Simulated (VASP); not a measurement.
Crystal: Si3Ge (vca).

```
Ge Si
1.0
     3.86250    0.00000    0.00000
    -1.93125    3.34502    0.00000
     0.00000    0.00000    6.38500
Ge Si
1 3
Direct
  0.33333 0.66667 0.00000
  0.66667 0.33333 0.50000
  0.33333 0.66667 0.37400
  0.66667 0.33333 0.87400
```

```yaml
Program: VASP 6.6.1
Task: relaxation of the atoms
Functional: PBEsol
Potentials_or_basis: VASP PAW PBE potentials, release 64 (Ge_d, Si)
Cutoff: 520 eV
k_mesh: 12 × 12 × 6
Occupations: gaussian, width 0.02 eV
Spin: no spin polarisation
```

At the start: pressure -0.0 GPa; volume 20.62 Å³/atom.

Problem. How do energy, volume and symmetry change on relaxing?

Solution. Over 5 steps the energy falls by 2.4 meV/atom; space group P3m1 (No. 156, to 0.05 Å).

Step by step:
```
step  energy change (eV)  largest force (eV/Å)  pressure (GPa)
   1              0.0000                0.3857           -0.01
   2             -0.0089                0.1006           -0.03
   3             -0.0096                0.0396           -0.02
   4             -0.0097                0.0094           -0.02
   5             -0.0097                0.0009           -0.03
```

Final structure:
```
Ge Si
1.0
     3.86250    0.00000    0.00000
    -1.93125    3.34502    0.00000
     0.00000    0.00000    6.38500
Ge Si
1 3
Cartesian
  0.0000 2.2300 0.0022
  1.9312 1.1150 3.1902
  0.0000 2.2300 2.4132
  1.9312 1.1150 5.5553
```

Caveat: the PAW data sets were made with another functional, which shifts forces and pressure a little.
